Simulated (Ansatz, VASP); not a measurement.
# VCo in VASP and in Ansatz

```xyz
2
Lattice="2.8514 0.0000 0.0000 0.0000 2.8514 0.0000 0.0000 0.0000 2.8514" Properties=species:S:1:pos:R:3 pbc="T T T"
V     0.0000    0.0000    0.0000
Co    1.4257    1.4257    1.4257
```

Alike in both runs: task single point; functional LDA; k mesh 10 × 10 × 10; collinear spin.

```csv
,VASP,Ansatz
version,VASP 6.6.1,Ansatz 0.2.0
potentials or method,"VASP PAW LDA potentials, release 64 (V_sv, Co), cutoff 520 eV","plane waves, PAW"
occupations,"fermi-dirac, width 0.1 eV",fermi-dirac
valence electrons in the cell,22,30
```

|  | VASP | Ansatz | Ansatz less VASP |
| --- | --- | --- | --- |
| net moment per atom (μB) | 0.61 | 0.74 | +0.128 |
| size of the moment on the site where the two differ most (μB) | 0.76 | 0.94 | +0.179 |

The net moments are unlike, so the other rows may belong to different states. LDA's correlation is that of Perdew and Zunger in VASP and of Perdew and Wang (1992) in Ansatz. Site moments also hang on the region over which each program counts them. VASP's potentials hold 22 valence electrons a cell and Ansatz's 30, so a difference there can come from the potentials and not from the codes.
